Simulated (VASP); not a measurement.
Here is a VASP 6.6.1 calculation.

The input INCAR:

```
ALGO = Normal
EDIFF = 1E-6
ENCUT = 520
GGA = PE
ISIF = 2
ISMEAR = -1
LASPH = True
LCHARG = False
LREAL = False
LWAVE = False
NBANDS = 16
NELM = 100
PREC = Accurate
SIGMA = 0.02
```

Contents of KPOINTS:

```
k-points
0
Gamma
  8 8 8
```

Contents of POSCAR:

```
ZnS
1.0
    0.0000000000      2.7455527792      2.6323608914
    2.7455527792      0.0000000000      2.6323608914
    2.7455527792      2.7455527792      0.0000000000
Zn S
1 1
Direct
    0.2500000000      0.2500000000      0.2500000000
    0.0000000000      0.0000000000      0.0000000000
```

Potentials or basis: VASP PAW PBE potentials, release 64 (Zn, S).

Command:

```sh
$ cat potpaw_PBE.64/Zn/POTCAR potpaw_PBE.64/S/POTCAR > POTCAR
$ mpirun -np 1 vasp_std > vasp.out
```

**Question.** Estimate the band gap on the k mesh.

**Answer.** 1.99 eV, direct.

**Question.** Predict the pressure.

**Answer.** 1.3 GPa.

Stress tensor (GPa, compression positive):
```
0.75 0.00 0.00
0.00 0.75 0.00
0.00 0.00 2.31
```

Caveat: the cell differs from its parent crystal (epitaxial xy strain +1.9%).
